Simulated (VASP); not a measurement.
Here is a VASP 6.6.1 calculation.

INCAR

```
PREC = Accurate
ENCUT = 520
EDIFF = 1E-6
ISMEAR = 0
SIGMA = 0.05
LREAL = False
LASPH = True
NELM = 100
ALGO = Normal
ISIF = 2
LWAVE = False
LCHARG = False
GGA = PE
NBANDS = 16
```

KPOINTS

```
regular mesh
0
Gamma
  9 9 6
```

Contents of POSCAR:

```
AlN
1.0
    3.4174245499      0.0000000000      0.0000000000
   -1.7087122750      2.9595764757      0.0000000000
    0.0000000000      0.0000000000      4.0940746108
Al N
2 2
Direct
    0.3333333333      0.6666666667      0.7500000000
    0.6666666667      0.3333333333      0.2500000000
    0.3333333333      0.6666666667      0.2500000000
    0.6666666667      0.3333333333      0.7500000000
```

Potentials or basis: VASP PAW PBE potentials, release 64 (Al, N).

Command:

```sh
$ cat potpaw_PBE.64/Al/POTCAR potpaw_PBE.64/N/POTCAR > POTCAR
$ mpirun -np 1 vasp_std > vasp.out
```

Problem. Estimate the pressure.

Solution. -8.1 GPa.

Problem. What does it give for the band gap on the k mesh?

Solution. 3.15 eV, direct.

Stress tensor (GPa, compression positive):
```
-11.18   0.00   0.00
  0.00 -11.18   0.00
  0.00   0.00  -1.83
```
